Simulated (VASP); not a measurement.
Crystal: W.

```
CELL_PARAMETERS angstrom
0.00000 2.03000 2.03000
2.03000 0.00000 2.03000
2.03000 2.03000 0.00000
ATOMIC_POSITIONS crystal
W 0.00000 0.00000 0.00000
```

Base run:

- Program: VASP 6.6.1
- Functional: LDA
- Potentials or basis: VASP PAW LDA potentials, release 64 (W_sv)
- Cutoff: 520 eV
- k mesh: 8 × 8 × 8
- Occupations: fermi-dirac, width 0.1 eV
- Spin: no spin polarisation

Its results: band gap on the k mesh zero (band 7 reaches 13.17 eV, above the bottom of band 8 at 9.52 eV); pressure -16.0 GPa.

Problem. After a change of settings the same cell gave: band gap on the k mesh zero (band 7 reaches 10.29 eV, above the bottom of band 8 at 9.54 eV); pressure -10.1 GPa. Which change was it?
A. k mesh from 8 × 8 × 8 to 3 × 3 × 3
B. k mesh from 8 × 8 × 8 to 4 × 4 × 4; further incar settings from ALGO = Normal; EDIFF = 1e-06; NBANDS = 13 to ALGO = Normal; EDIFF = 1e-07; NBANDS = 13
C. k mesh from 8 × 8 × 8 to 6 × 6 × 6
D. k mesh from 8 × 8 × 8 to 5 × 5 × 5; further incar settings from ALGO = Normal; EDIFF = 1e-06; NBANDS = 13 to ALGO = Normal; EDIFF = 1e-07; NBANDS = 13

Solution. A.

Caveats: some runs use coarse meshes; spin-orbit coupling is left out, which moves the levels of the heavy elements.
